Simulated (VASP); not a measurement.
# TaN: single point with PBEsol

Crystal: TaN.

```
Ta N
1.0
     3.00425    0.00000    0.00000
    -1.50213    2.60176    0.00000
     0.00000    0.00000    5.08820
Ta N
2 2
Direct
  0.33333 0.66667 0.00000
  0.66667 0.33333 0.50000
  0.33333 0.66667 0.38500
  0.66667 0.33333 0.88500
```

This cell differs from its parent crystal: strain -0.015 along x and y, +0.030 along z.

```json
{
 "Program": "VASP 6.6.1",
 "Task": "single point",
 "Functional": "PBEsol",
 "Potentials or basis": "VASP PAW PBE potentials, release 64 (Ta_pv, N)",
 "Cutoff": "520 eV",
 "k mesh": "18 × 18 × 10",
 "Occupations": "gaussian, width 0.15 eV",
 "Spin": "no spin polarisation"
}
```

```
Pressure               : 133.5 GPa
Largest force          : 4.557 eV/Å
Band gap on the k mesh : zero (band 16 reaches 10.82 eV, above the bottom of band 17 at 7.89 eV)
```

Forces in eV/Å, atoms in the order of the input:
```
Ta   0.000  0.000  4.557
Ta   0.000  0.000  4.557
N    0.000  0.000 -4.557
N    0.000  0.000 -4.557
```

Stress tensor (GPa, compression positive):
```
150.08   0.00   0.00
  0.00 150.08   0.00
  0.00   0.00 100.42
```

Levels at points of the mesh, in eV from the Fermi level:
| k point | band 14 | band 15 | band 16 | band 17 | band 18 | band 19 |
| --- | --- | --- | --- | --- | --- | --- |
| (0.00, 0.00, 0.00) | -7.84 | -0.51 | -0.51 | -0.29 | 2.48 | 2.72 |
| (0.50, 0.00, 0.00) | -5.17 | -2.33 | -1.12 | 0.67 | 1.79 | 2.03 |
| (0.00, 0.00, 0.50) | -8.42 | 1.26 | 1.26 | 1.26 | 1.26 | 2.00 |
| (0.50, 0.00, 0.50) | -6.32 | -0.58 | -0.58 | 2.22 | 2.22 | 2.50 |

Wall time 100 s on 1 thread of AMD EPYC 9R45 96-Core Processor (Zen 5), on a shared host, peak memory 0.27 GiB.

Caveat: the cell differs from its parent crystal (strain -0.015 along x and y, +0.030 along z); the PAW data sets were made with another functional, which shifts forces and pressure a little; spin-orbit coupling is left out, which moves the levels of the heavy elements.
